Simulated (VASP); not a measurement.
# AgI (P6_3mc) in VASP: notebook

Runs on AgI. Level: r2SCAN. Tasks: single point.

Program: VASP 6.6.1. These are calculated values, not measurements. Logs are shortened: lines on timing, memory, paths and dates and some standing lists are left out, and cuts for length are marked.

## 1. The cell of the first run

Symmetry: P6_3mc, No. 186, hexagonal system. Conventional cell: a = 4.651 Å, b = 4.651 Å, c = 7.600 Å, α = 90.00°, β = 90.00°, γ = 120.00°. Within 3.8 Å of Ag (site symmetry 3m) lie 4 I at 2.85 Å. Within 3.8 Å of I (site symmetry 3m) lie 4 Ag at 2.85 Å.

## 2. Single point, r2SCAN

POSCAR

```
AgI
1.0
    4.6507421231      0.0000000000      0.0000000000
   -2.3253710616      4.0276608251      0.0000000000
    0.0000000000      0.0000000000      7.5997163055
Ag I
2 2
Direct
    0.6666666667      0.3333333333      0.6275238171
    0.3333333333      0.6666666667      0.1275238171
    0.6666666667      0.3333333333      0.0024761829
    0.3333333333      0.6666666667      0.5024761829
```

INCAR.step1

```
PREC = Accurate ; ENCUT = 550
ISMEAR = 0 ; SIGMA = 0.01
LREAL = False ; LASPH = True
NELM = 120 ; NBANDS = 26
GGA = PE ; ALGO = Normal
EDIFF = 1E-5 ; LWAVE = True
LCHARG = False ; GGA_COMPAT = False
```

INCAR.step2

```
PREC = Accurate ; ENCUT = 550
EDIFF = 1E-6 ; ISMEAR = 0
SIGMA = 0.01 ; LREAL = False
LASPH = True ; NELM = 120
ALGO = Normal ; ISIF = 2
LWAVE = False ; LCHARG = False
METAGGA = R2SCAN ; LMIXTAU = True
NBANDS = 26 ; ISTART = 1
GGA_COMPAT = False
```

KPOINTS

```
regular mesh
0
Gamma
  6 6 4
```

Potentials or basis: VASP PAW PBE potentials, release 64 (Ag, I).

Command:

```bash
cat potpaw_PBE.64/Ag/POTCAR potpaw_PBE.64/I/POTCAR > POTCAR
cp INCAR.step1 INCAR
mpirun -np 1 vasp_std > vasp.out
cp INCAR.step2 INCAR
mpirun -np 1 vasp_std > vasp.out
```

OUTCAR:

```text
PREC = Accurate
   ENCUT = 550
   EDIFF = 1E-6
   ISMEAR = 0
   LREAL = False
   LASPH = True
   NELM = 120
   ISIF = 2
   METAGGA = R2SCAN
   ISTART = 1

 ion  position               nearest neighbor table
   1  0.667  0.333  0.628-   4 2.85   4 2.85   4 2.85   3 2.85
   2  0.333  0.667  0.128-   3 2.85   3 2.85   3 2.85   4 2.85
   3  0.667  0.333  0.002-   2 2.85   2 2.85   2 2.85   1 2.85
   4  0.333  0.667  0.502-   1 2.85   1 2.85   1 2.85   2 2.85

  LATTYP: Found a hexagonal cell.
 ALAT       =     4.6507421231
 C/A-ratio  =     1.6340867983

  Lattice vectors:

 A1 = (   4.6507421231,   0.0000000000,   0.0000000000)
 A2 = (  -2.3253710616,   4.0276608251,   0.0000000000)
 A3 = (   0.0000000000,   0.0000000000,   7.5997163055)

Analysis of symmetry for initial positions (statically):
=====================================================================
 Subroutine PRICEL returns:
 Original cell was already a primitive cell.

 Routine SETGRP: Setting up the symmetry group for a
 hexagonal supercell.

 Subroutine GETGRP returns: Found 12 space group operations
 (whereof  6 operations were pure point group operations)
 out of a pool of 24 trial point group operations.

The static configuration has the point symmetry C_3v.
 The point group associated with its full space group is C_6v.

Analysis of symmetry for dynamics (positions and initial velocities):
=====================================================================
 Subroutine PRICEL returns:
 Original cell was already a primitive cell.

 Routine SETGRP: Setting up the symmetry group for a
 hexagonal supercell.

 Subroutine GETGRP returns: Found 12 space group operations
 (whereof  6 operations were pure point group operations)
 out of a pool of 24 trial point group operations.

The dynamic configuration has the point symmetry C_3v.
 The point group associated with its full space group is C_6v.

 Subroutine INISYM returns: Found 12 space group operations
 (whereof  6 operations are pure point group operations),
 and found     1 'primitive' translations

----------------------------------------------------------------------------------------

                                     Primitive cell

  volume of cell :     142.3549

  direct lattice vectors                    reciprocal lattice vectors
     4.650742123  0.000000000  0.000000000     0.215019447  0.124141536  0.000000000
    -2.325371062  4.027660825  0.000000000     0.000000000  0.248283071  0.000000000
     0.000000000  0.000000000  7.599716306     0.000000000  0.000000000  0.131583859
[... 85 lines left out ...]
   LREAL  =      F    real-space projection
   EDIFFG = 0.1E-04   stopping-criterion for IOM
   NSW    =      0    number of steps for IOM
   IBRION =     -1    ionic relax: 0-MD 1-quasi-New 2-CG
   NFREE  =      0    steps in history (QN), initial steepest desc. (CG)
   ISIF   =      2    stress and relaxation
   ISYM   =      2    0-nonsym 1-usesym 2-fastsym
   POTIM  = 0.5000    time-step for ionic-motion
   TEBEG  =    0.0;   TEEND  =   0.0 temperature during run
   PSTRESS=    0.0 pullay stress
   NELECT =      36.0000    total number of electrons
   NUPDOWN=      -1.0000    fix difference up-down
   EMIN   =  10.00;   EMAX   =-10.00  energy-range for DOS
   EFERMI =   0.00;   METHOD = LEGACY
   ISMEAR =     0;   SIGMA  =   0.01  broadening in eV -4-tet -1-fermi 0-gaus
   EFERMI_NEDOS =   21; number of points for ismear=-14 and -15
   IALGO  =     38    algorithm
   IMIX   =      4    mixing-type and parameters
     AMIX     =   0.40;   BMIX     =  1.00
     AMIX_MAG =   1.60;   BMIX_MAG =  1.00
  volume/ion in A,a.u.               =      35.59       240.16
  Fermi-wavevector in a.u.,A,eV,Ry     =   1.035265  1.956367 14.582362  1.071773
  Thomas-Fermi vector in A             =   2.169600
   LORBIT       =      0    0 simple, 1 ext, 2 COOP (PROOUT), +10 PAW based schemes
   METAGGA = R2SCAN    functional components
   LHFCALC =     F    Hartree Fock is set to
   AEXX    =    0.0000 exact exchange contribution
   IVDW    =     0    specifies the selected vdW correction
   LEPSILON=     F    determine dielectric tensor
   LRPA    =     F    only Hartree local field effects (RPA)
 non-spin polarized calculation
 Gauss-broadening in eV      SIGMA  =   0.01
  energy-cutoff  :      550.00
  volume of cell :      142.35
 maximum number of plane-waves:      4194
 NGX is ok and might be reduce to    36
   NGX = 17   NGY = 17   NGZ = 29

 number of electron      36.0000007 magnetization

 Free energy of the ion-electron system (eV)
  ---------------------------------------------------
  ext. energy  EPLUGINS =         0.00000000
  ---------------------------------------------------
  free energy    TOTEN  =       -93.05238907 eV

  energy without entropy =      -93.05238907  energy(sigma->0) =      -93.05238907

 E-fermi :   2.5511     XC(G=0):  -8.7515

 val. band max:        2.4502689388   @ k =   0.0000   0.0000   0.0000
 cond. band min:       4.2794488797   @ k =   0.0000   0.0000   0.0000
 fundamental gap:      1.8291799409
 Fermi energy:         2.5511031124

 k-point     1 :       0.0000    0.0000    0.0000
  band No.  band energies     occupation
      1     -10.5443      2.00000
      2     -10.2702      2.00000
      3      -1.6320      2.00000
      4      -1.6306      2.00000
      5      -1.6305      2.00000
      6      -1.5293      2.00000
[... 598 lines left out ...]
     25      11.0336      0.00000
     26      11.0336      0.00000

------------------------ aborting loop because EDIFF is reached ----------------------------------------

  FORCE on cell =-STRESS in cart. coord.  units (eV):
  Direction    XX          YY          ZZ          XY          YZ          ZX
  --------------------------------------------------------------------------------------
  -------------------------------------------------------------------------------------
  Total       -0.1051538     -0.1051538     -0.1061533      0.0000000      0.0000000      0.0000000
  in kB       -1.1834860     -1.1834860     -1.1947349      0.0000000      0.0000000      0.0000000
  external PRESSURE =      -1.1872356 kB  Pullay stress =       0.0000000 kB

 VOLUME and BASIS-vectors are now :
 -----------------------------------------------------------------------------
  energy-cutoff  :      550.00
  volume of cell :      142.35
      direct lattice vectors                 reciprocal lattice vectors
     4.650742123  0.000000000  0.000000000     0.215019447  0.124141536  0.000000000
    -2.325371062  4.027660825  0.000000000     0.000000000  0.248283071  0.000000000
     0.000000000  0.000000000  7.599716306     0.000000000  0.000000000  0.131583859

 POSITION                                       TOTAL-FORCE (eV/Angst)
 -----------------------------------------------------------------------------------
      2.32537      1.34255      4.76900         0.000000      0.000000     -0.000927
     -0.00000      2.68511      0.96914         0.000000     -0.000000     -0.000927
      2.32537      1.34255      0.01882         0.000000      0.000000      0.000927
     -0.00000      2.68511      3.81868        -0.000000     -0.000000      0.000927
 -----------------------------------------------------------------------------------
    total drift:                               -0.000000      0.000000     -0.000907

  FREE ENERGIE OF THE ION-ELECTRON SYSTEM (eV)
  ---------------------------------------------------
  free  energy   TOTEN  =       -93.0523890675 eV

  energy  without entropy=      -93.0523890675  energy(sigma->0) =      -93.05238907
```

OUTCAR.step1:

```text
PREC = Accurate
   ENCUT = 550
   ISMEAR = 0
   LREAL = False
   LASPH = True
[... 834 lines left out ...]
      2.32537      1.34255      4.76900        -0.000000      0.000000     -0.000476
     -0.00000      2.68511      0.96914         0.000000     -0.000000     -0.000476
      2.32537      1.34255      0.01882        -0.000000      0.000000      0.000476
     -0.00000      2.68511      3.81868         0.000000      0.000000      0.000476
 -----------------------------------------------------------------------------------
    total drift:                               -0.000000      0.000000      0.001020

  FREE ENERGIE OF THE ION-ELECTRON SYSTEM (eV)
  ---------------------------------------------------
  free  energy   TOTEN  =        -9.5740906133 eV

  energy  without entropy=       -9.5740906133  energy(sigma->0) =       -9.57409061
```

Run time: 2.2 min. Hardware: 1 thread of Intel Xeon 6975P-C (Granite Rapids), shared host; peak memory 0.33 GiB.

What came out:

| Quantity | Value |
| --- | --- |
| Free energy | -93.0524 eV |
| Pressure | -0.1 GPa |
| Band gap on the k mesh | 1.83 eV |

Levels at points of the mesh, in eV from the valence-band top:
| k point | band 16 | band 17 | band 18 | band 19 | band 20 | band 21 |
| --- | --- | --- | --- | --- | --- | --- |
| (0.00, 0.00, 0.00) | -0.06 | 0.00 | 0.00 | 1.83 | 3.10 | 6.29 |
| (0.50, 0.00, 0.00) | -1.70 | -0.97 | -0.68 | 3.76 | 3.98 | 5.14 |
| (0.00, 0.00, 0.50) | -0.35 | -0.35 | -0.35 | 3.10 | 3.10 | 6.03 |
| (0.50, 0.00, 0.50) | -1.18 | -1.17 | -1.17 | 3.68 | 3.68 | 5.28 |

Caveat: the PAW data sets were made with another functional, which shifts forces and pressure a little; spin-orbit coupling is left out, which moves the levels of the heavy elements. r2SCAN opens gaps a little over a GGA but as a rule still falls short of measured ones.

## 3. Single point, r2SCAN (36.66 Å³/atom)

This run uses another cell than the first one, of 36.66 Å³/atom.

POSCAR

```
AgI
1.0
    4.6967920697      0.0000000000      0.0000000000
   -2.3483960349      4.0675412487      0.0000000000
    0.0000000000      0.0000000000      7.6749659153
Ag I
2 2
Direct
    0.6666666667      0.3333333333      0.6275238171
    0.3333333333      0.6666666667      0.1275238171
    0.6666666667      0.3333333333      0.0024761829
    0.3333333333      0.6666666667      0.5024761829
```

INCAR.step1

```
PREC     = Accurate       # precision mode
ENCUT    = 550            # plane-wave cutoff, eV
ISMEAR   = 0              # smearing method
SIGMA    = 0.01           # smearing width, eV
LREAL    = False          # projectors in reciprocal space
LASPH    = True           # aspherical terms in the spheres
NELM     = 120            # most SCF steps
NBANDS   = 26             # bands
GGA      = PE             # functional
ALGO     = Normal         # electronic algorithm
EDIFF    = 1E-5           # SCF threshold, eV
LWAVE    = True           # write WAVECAR
LCHARG   = False          # write CHGCAR
GGA_COMPAT= False
```

INCAR.step2

```
PREC     = Accurate       # precision mode
ENCUT    = 550            # plane-wave cutoff, eV
EDIFF    = 1E-6           # SCF threshold, eV
ISMEAR   = 0              # smearing method
SIGMA    = 0.01           # smearing width, eV
LREAL    = False          # projectors in reciprocal space
LASPH    = True           # aspherical terms in the spheres
NELM     = 120            # most SCF steps
ALGO     = Normal         # electronic algorithm
ISIF     = 2              # what is computed and relaxed
LWAVE    = False          # write WAVECAR
LCHARG   = False          # write CHGCAR
METAGGA  = R2SCAN         # meta-GGA
LMIXTAU  = True         
NBANDS   = 26             # bands
ISTART   = 1            
GGA_COMPAT= False
```

KPOINTS

```
Automatic mesh
0
Gamma
  6 6 4
```

Potentials or basis: VASP PAW PBE potentials, release 64 (Ag, I).

Command:

```bash
cat potpaw_PBE.64/Ag/POTCAR potpaw_PBE.64/I/POTCAR > POTCAR
cp INCAR.step1 INCAR
mpirun -np 1 vasp_std > vasp.out
cp INCAR.step2 INCAR
mpirun -np 1 vasp_std > vasp.out
```

OUTCAR:

```text
PREC = Accurate
   ENCUT = 550
   EDIFF = 1E-6
   ISMEAR = 0
   LREAL = False
   LASPH = True
   NELM = 120
   ISIF = 2
   METAGGA = R2SCAN
   ISTART = 1

 ion  position               nearest neighbor table
   1  0.667  0.333  0.628-   4 2.88   4 2.88   4 2.88   3 2.88
   2  0.333  0.667  0.128-   3 2.88   3 2.88   3 2.88   4 2.88
   3  0.667  0.333  0.002-   2 2.88   2 2.88   2 2.88   1 2.88
   4  0.333  0.667  0.502-   1 2.88   1 2.88   1 2.88   2 2.88

  LATTYP: Found a hexagonal cell.
 ALAT       =     4.6967920697
 C/A-ratio  =     1.6340867983

  Lattice vectors:

 A1 = (   4.6967920697,   0.0000000000,   0.0000000000)
 A2 = (  -2.3483960349,   4.0675412487,   0.0000000000)
 A3 = (   0.0000000000,   0.0000000000,   7.6749659153)

Analysis of symmetry for initial positions (statically):
=====================================================================
 Subroutine PRICEL returns:
 Original cell was already a primitive cell.

 Routine SETGRP: Setting up the symmetry group for a
 hexagonal supercell.

[... 166 lines left out ...]

  energy without entropy =      -93.03953553  energy(sigma->0) =      -93.03953553

 E-fermi :   2.1807     XC(G=0):  -8.6095

 val. band max:        2.1336773180   @ k =   0.0000   0.0000   0.0000
 cond. band min:       3.9625170570   @ k =   0.0000   0.0000   0.0000
 fundamental gap:      1.8288397390
 Fermi energy:         2.1807010108

 k-point     1 :       0.0000    0.0000    0.0000
  band No.  band energies     occupation
      1     -10.6997      2.00000
      2     -10.4481      2.00000
      3      -1.7766      2.00000
      4      -1.7753      2.00000
      5      -1.7753      2.00000
      6      -1.6547      2.00000
[... 598 lines left out ...]
     25      10.7259      0.00000
     26      10.7259      0.00000

------------------------ aborting loop because EDIFF is reached ----------------------------------------

  FORCE on cell =-STRESS in cart. coord.  units (eV):
  Direction    XX          YY          ZZ          XY          YZ          ZX
  --------------------------------------------------------------------------------------
  -------------------------------------------------------------------------------------
  Total       -0.8220925     -0.8220925     -0.8339365      0.0000000      0.0000000      0.0000000
  in kB       -8.9830029     -8.9830029     -9.1124221      0.0000000      0.0000000      0.0000000
  external PRESSURE =      -9.0261426 kB  Pullay stress =       0.0000000 kB

 VOLUME and BASIS-vectors are now :
 -----------------------------------------------------------------------------
  energy-cutoff  :      550.00
  volume of cell :      146.63
      direct lattice vectors                 reciprocal lattice vectors
     4.696792070  0.000000000  0.000000000     0.212911278  0.122924383  0.000000000
    -2.348396035  4.067541249  0.000000000     0.000000000  0.245848767  0.000000000
     0.000000000  0.000000000  7.674965915     0.000000000  0.000000000  0.130293738

 POSITION                                       TOTAL-FORCE (eV/Angst)
 -----------------------------------------------------------------------------------
      2.34840      1.35585      4.81622        -0.000000      0.000000     -0.002218
     -0.00000      2.71169      0.97874         0.000000      0.000000     -0.002218
      2.34840      1.35585      0.01900        -0.000000     -0.000000      0.002218
     -0.00000      2.71169      3.85649         0.000000      0.000000      0.002218
 -----------------------------------------------------------------------------------
    total drift:                               -0.000000      0.000000     -0.003052

  FREE ENERGIE OF THE ION-ELECTRON SYSTEM (eV)
  ---------------------------------------------------
  free  energy   TOTEN  =       -93.0395355284 eV

  energy  without entropy=      -93.0395355284  energy(sigma->0) =      -93.03953553
```

OUTCAR.step1:

```text
PREC = Accurate
   ENCUT = 550
   ISMEAR = 0
   LREAL = False
   LASPH = True
[... 834 lines left out ...]
      2.34840      1.35585      4.81622        -0.000000      0.000000     -0.001420
     -0.00000      2.71169      0.97874         0.000000      0.000000     -0.001420
      2.34840      1.35585      0.01900         0.000000      0.000000      0.001420
     -0.00000      2.71169      3.85649        -0.000000     -0.000000      0.001420
 -----------------------------------------------------------------------------------
    total drift:                               -0.000000      0.000000     -0.000354

  FREE ENERGIE OF THE ION-ELECTRON SYSTEM (eV)
  ---------------------------------------------------
  free  energy   TOTEN  =        -9.5790873311 eV

  energy  without entropy=       -9.5790873311  energy(sigma->0) =       -9.57908733
```

Wall time 2.3 min (1 thread of Intel Xeon 6975P-C (Granite Rapids), shared host); peak memory 0.33 GiB.

Results:

| Property | Result |
| --- | --- |
| Free energy | -93.0395 eV |
| Pressure | -0.9 GPa |
| Band gap on the k mesh | 1.83 eV |

Forces on the atoms (eV/Å):
```
Ag   0.000  0.000 -0.002
Ag   0.000  0.000 -0.002
I    0.000  0.000  0.002
I    0.000  0.000  0.002
```

Caveat: the PAW data sets were made with another functional, which shifts forces and pressure a little; spin-orbit coupling is left out, which moves the levels of the heavy elements.
